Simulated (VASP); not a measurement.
Set up this calculation in VASP 6.6.1, as the native input.

```yaml
Task: single point
Functional: LDA
Potentials_or_basis: VASP PAW LDA potentials, release 64 (Si)
Cutoff: 520 eV
k_mesh: 16 × 16 × 16
Occupations: gaussian, width 0.15 eV
Spin: no spin polarisation
Dipole_correction: no
Further_INCAR_settings: ALGO = Normal; EDIFF = 1e-06; NBANDS = 16
```

The structure of Si lies in POSCAR:

```
Si
1.0
    0.0000000000      2.5645696507      4.8896110532
    2.3559581317      0.0000000000      4.8896110532
    2.3559581317      2.5645696507      0.0000000000
Si
4
Direct
    0.7297169282      0.2702830718      0.7297169282
    0.2702830718      0.7297169282      0.2702830718
    0.7744251954      0.7744251954      0.2255748046
    0.2255748046      0.2255748046      0.7744251954
```

This cell differs from its parent crystal: ratio of the length along z to the lengths across it x 1.1, volume and fractional coordinates fixed.

These files were run (other wordings do the same):

INCAR

```
PREC = Accurate
ENCUT = 520
EDIFF = 1E-6
ISMEAR = 0
SIGMA = 0.15
LREAL = False
LASPH = True
NELM = 80
ALGO = Normal
ISIF = 2
LWAVE = False
LCHARG = True
GGA = CA
LELF = True
LVHAR = True
NBANDS = 16
```

KPOINTS

```
Automatic mesh
0
Gamma
  16 16 16
```

Potentials or basis: VASP PAW LDA potentials, release 64 (Si).

Launch:

```console
$ cat potpaw_LDA.64/Si/POTCAR > POTCAR
$ mpirun -np 1 vasp_std > vasp.out
```

Results of the run:

The pressure is 1.7 GPa and the largest force is 0.325 eV/Å. The band gap on the k mesh is zero (bands 8 and 9 overlap by 4.63 eV).

Caveat: the stress differs along the axes, from -6 to 8 GPa.

Wall time 14 min on 1 thread of Intel(R) Xeon(R) Platinum 8375C CPU @ 2.90GHz (Ice Lake) (shared host), peak memory 0.49 GiB.
